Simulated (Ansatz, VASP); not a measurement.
# C: VASP beside Ansatz

```
CELL_PARAMETERS angstrom
0.00000 1.42315 -3.36094
-2.46496 0.00000 0.00000
0.00000 9.73181 1.58299
ATOMIC_POSITIONS crystal
C 0.11905 0.40000 0.88926
C 0.73242 0.40000 0.06838
C 0.82908 0.90000 0.27360
C 0.92573 0.40000 0.47882
C 0.02239 0.90000 0.68404
C 0.76424 0.90000 0.13684
C 0.86090 0.40000 0.34206
C 0.95755 0.90000 0.54728
C 0.05421 0.40000 0.75250
C 0.15087 0.90000 0.95772
```

Alike in both runs: task single point; functional PBE; dispersion D3(BJ); k mesh 7 × 11 × 3; occupations gaussian, width 0.05 eV; no spin polarisation.

|  | VASP | Ansatz |
| --- | --- | --- |
| version | VASP 6.6.1 | Ansatz 0.2.0 |
| potentials or method | VASP PAW PBE potentials, release 64 (C), cutoff 520 eV | scalar-relativistic, plane waves, PAW |
| valence electrons in the cell | 40 | 40 |

Ansatz gave:

| Property | Result |
| --- | --- |
| gap on the k mesh at the Fermi level (eV) | none |
| pressure (GPa) | 4.8 |
| traceless stress, the component that is largest in VASP (GPa) | -2.37 |
| rms of the force components (eV/Å) | 0.898 |

Task: Which values does VASP return?

Result: gap on the k mesh at the Fermi level (eV): none; pressure (GPa): 5.2; traceless stress, the component that is largest in VASP (GPa): -2.89; rms of the force components (eV/Å): 0.898.

Atom by atom the forces differ by 0.010 eV/Å (rms over components). A gap of «none» marks a metal or a gap that the smearing closes. Ansatz's warnings: dispersion switch in reach.
